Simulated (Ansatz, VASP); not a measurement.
# K: VASP beside Ansatz

```
K
1.0
    -2.52419    2.52419    2.52419
     2.52419   -2.52419    2.52419
     2.52419    2.52419   -2.52419
K
1
Cartesian
  0.0000 0.0000 0.0000
```

Alike in both runs: task single point; functional LDA; k mesh 2 × 2 × 2; occupations fermi-dirac, width 0.1 eV; no spin polarisation.

|  | VASP | Ansatz |
| --- | --- | --- |
| version | VASP 6.6.1 | Ansatz 0.2.0 |
| potentials or method | VASP PAW LDA potentials, release 64 (K_sv), cutoff 520 eV | plane waves (420 eV) with PAW, scalar-relativistic |
| valence electrons in the cell | 9 | 9 |

```tsv
	VASP	Ansatz	Ansatz less VASP
pressure (GPa)	-0.1	-0.1	0.00
```

Ansatz warns that its potentials were made for another functional, while VASP's fit it. LDA's correlation is that of Perdew and Zunger in VASP and of Perdew and Wang (1992) in Ansatz.

The k mesh is coarse, so the values compare programs but aren't converged.
